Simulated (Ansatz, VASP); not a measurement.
**MgSiN: VASP beside Ansatz**

```
Mg Si N
1.0
     2.72960    0.00000    0.00000
     0.00000    2.72960    0.00000
     0.00000    0.00000    6.01361
Mg Si N
1 1 1
Direct
  0.50000 0.50000 0.50000
  0.50000 0.50000 0.00000
  0.00000 0.00000 0.00000
```

Change from the starting cell: species swapped into the DyCoC type (P4/mmm, No. 123).

Alike in both runs: functional PBE; k mesh 16 × 16 × 8; occupations gaussian, width 0.1 eV; no spin polarisation.

Ansatz relaxed the structure, and its values are those at the end. VASP's run is a single point on that final structure, the one shown.

```csv
,VASP,Ansatz
version,VASP 6.6.1,Ansatz 0.2.0
potentials or method,"VASP PAW PBE potentials, release 64 (Mg, Si, N), cutoff 520 eV","scalar-relativistic, plane waves, PAW"
valence electrons in the cell,11,19
```

```csv
,VASP,Ansatz,Ansatz less VASP
gap on the k mesh at the Fermi level (eV),none,none,-
pressure (GPa),0.0,0.0,+0.02
```

A gap of «none» marks a metal or a gap that the smearing closes. VASP's potentials hold 11 valence electrons a cell and Ansatz's 19, so a difference there can come from the potentials and not from the codes.
